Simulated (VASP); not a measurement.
Write the native input for VASP 6.6.1 that does the following.

```yaml
Task: single point
Functional: PBEsol
Potentials_or_basis: VASP PAW PBE potentials, release 64 (Hf_pv, N)
Cutoff: 520 eV
k_mesh: 12 × 12 × 12
Occupations: gaussian, width 0.1 eV
Spin: no spin polarisation
Dipole_correction: no
Further_INCAR_settings: ALGO = Normal; EDIFF = 1e-06; NBANDS = 28
```

The structure of Hf3N2 lies in POSCAR:

```
Hf3N2
1.0
    1.5745351475      0.9090582912      7.6045206832
   -1.5745351475      0.9090582912      7.6045206832
    0.0000000000     -1.8181165825      7.6045206832
Hf N
3 2
Direct
    0.7794799651      0.7794799651      0.7794799651
    0.2205200349      0.2205200349      0.2205200349
    0.0000000000      0.0000000000      0.0000000000
    0.6108085977      0.6108085977      0.6108085977
    0.3891914023      0.3891914023      0.3891914023
```

The input as run:

INCAR

```
PREC = Accurate ; ENCUT = 520
EDIFF = 1E-6 ; ISMEAR = 0
SIGMA = 0.1 ; LREAL = False
LASPH = True ; NELM = 80
ALGO = Normal ; ISIF = 2
LWAVE = False ; LCHARG = False
GGA = PS ; NBANDS = 28
```

KPOINTS

```
Automatic mesh
0
Gamma
  12 12 12
```

Potentials or basis: VASP PAW PBE potentials, release 64 (Hf_pv, N).

The run is started by

```console
$ cat potpaw_PBE.64/Hf_pv/POTCAR potpaw_PBE.64/N/POTCAR > POTCAR
$ mpirun -np 1 vasp_std > vasp.out
```

It gave:

```
Pressure               : 8.6 GPa
Largest force          : 0.075 eV/Å
Band gap on the k mesh : zero (bands 20 and 21 overlap by 0.96 eV)
```

Caveat: the cell stands under pressure; the PAW data sets were made with another functional, which shifts forces and pressure a little; spin-orbit coupling is left out, which moves the levels of the heavy elements.

Run time: 34 min on 1 thread of AMD EPYC 9R14 (Zen 4), on a shared host, peak memory 0.62 GiB.
